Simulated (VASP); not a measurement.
A run of VASP 6.6.1:

The input INCAR:

```
PREC = Accurate ; ENCUT = 520
EDIFF = 1E-6 ; ISMEAR = -1
SIGMA = 0.05 ; LREAL = Auto
LASPH = True ; NELM = 120
ALGO = Normal ; ISIF = 2
LWAVE = False ; LCHARG = False
GGA = PE ; NBANDS = 70
GGA_COMPAT = False
```

Contents of KPOINTS:

```
regular mesh
0
Gamma
  1 1 1
```

The input POSCAR:

```
H2CO
1.0
    8.5925300000      0.0000000000      0.0000000000
    0.0000000000      8.5925300000      0.0000000000
    0.0000000000      0.0000000000      8.5925300000
O C H
8 8 16
Direct
    0.2980495849      0.4090413417      0.8396712028
    0.9757079696      0.9762665944      0.0684082569
    0.9314485955      0.4155935446      0.2618669938
    0.6507745681      0.4269056960      0.7092090455
    0.6145570629      0.0983645096      0.2417681405
    0.5791542188      0.5637105719      0.2526147712
    0.1910962196      0.0287458991      0.6650427755
    0.7425519608      0.8638899137      0.7313096376
    0.3109095924      0.4763556252      0.7160638368
    0.9430516972      0.8402647416      0.0840031981
    1.0030456687      0.3008892608      0.2245904291
    0.7003408775      0.3939933873      0.5771175661
    0.5596721804      0.0286062429      0.1346751190
    0.5064166200      0.5180080838      0.1355363321
    0.1273548070      0.0965838932      0.7711582037
    0.6680686596      0.8173262124      0.6183743321
    0.3814476062      0.5751507414      0.7023193402
    0.2578169643      0.4262423291      0.6095294401
    1.0181052612      0.7479403622      0.0350886177
    0.8444427893      0.7972040831      0.1575670961
    1.0470140925      0.2881572715      0.1041020514
    1.0240988393      0.1856379902      0.2978517387
    0.7172392764      0.4665680539      0.4760646748
    0.7164129773      0.2669993587      0.5517583296
    0.5143770228      0.0829208627      0.0275122694
    0.5497216769     -0.0994002930      0.1313117324
    0.3981365209      0.5733701250      0.0887631466
    0.5597070944      0.4199810766      0.0703168915
   -0.0022810511      0.1237586601      0.7697034517
    0.1820302053      0.1295078399      0.8761912964
    0.7303204062      0.7461713837      0.5196024919
    0.5344991522      0.8160227546      0.6135561936
```

Potentials or basis: VASP PAW PBE potentials, release 64 (O, C, H).

Run with:

```bash
$ cat potpaw_PBE.64/O/POTCAR potpaw_PBE.64/C/POTCAR potpaw_PBE.64/H/POTCAR > POTCAR
$ mpirun -np 1 vasp_gam > vasp.out
```

Hardware: 1 thread of Intel(R) Xeon(R) Platinum 8259CL CPU @ 2.50GHz (Skylake/Cascade Lake), with other jobs on the host.

Q: Estimate the wall time of this run.

A: Run time: 72 s on 1 thread of Intel(R) Xeon(R) Platinum 8259CL CPU @ 2.50GHz (Skylake/Cascade Lake), with other jobs on the host, peak memory 0.53 GiB. Counts: scf iterations 18, k points 1.
